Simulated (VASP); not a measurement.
Runs of VASP 6.6.1 on Sb. The structure is that of space group R-3m (No. 166), or close to it. The cells are those of the table. 

| task | cell | cutoff (eV) | gap on the mesh (eV) | pressure (GPa) | largest force (eV/Å) |
| --- | --- | --- | --- | --- | --- |
| electric field gradients | a = 4.462 Å, angles 57.6°, 2 atoms | 400 | 0.06 | 1.2 | 0.27 |
| electric field gradients | a = 4.527, b = 4.479, c = 4.472 Å, angles 57.2, 57.4, 57.1°, 2 atoms | 520 | none | (b) | (a) |
| single point | a = 4.566 Å, angles 57.2°, 2 atoms | 520 | 0.16 | -2.1 | 0.05 |
| electric field gradients | a = 4.452 Å, angles 55.9°, 2 atoms | 400 | none | 5.0 | 0.58 |
| single point | a = 4.430 Å, angles 58.1°, 2 atoms | 500 | 0.04 | 1.7 | 0.33 |

Alike in all rows: level PBEsol; potentials or basis VASP PAW PBE potentials, release 64 (Sb); no spin polarisation; k mesh 9 × 9 × 9; smearing fermi-dirac 0.05 eV.

Problem. Estimate the missing entries.

Solution. (a) 0.21; (b) 0.6.

Caveats: the PAW data sets were made with another functional, which shifts forces and pressure a little; spin-orbit coupling is left out, which moves the levels of the heavy elements.

A k mesh can miss the band edges, and the runs leave out spin-orbit coupling on Sb.

A gap of «none» marks levels without a gap at the run's occupations.
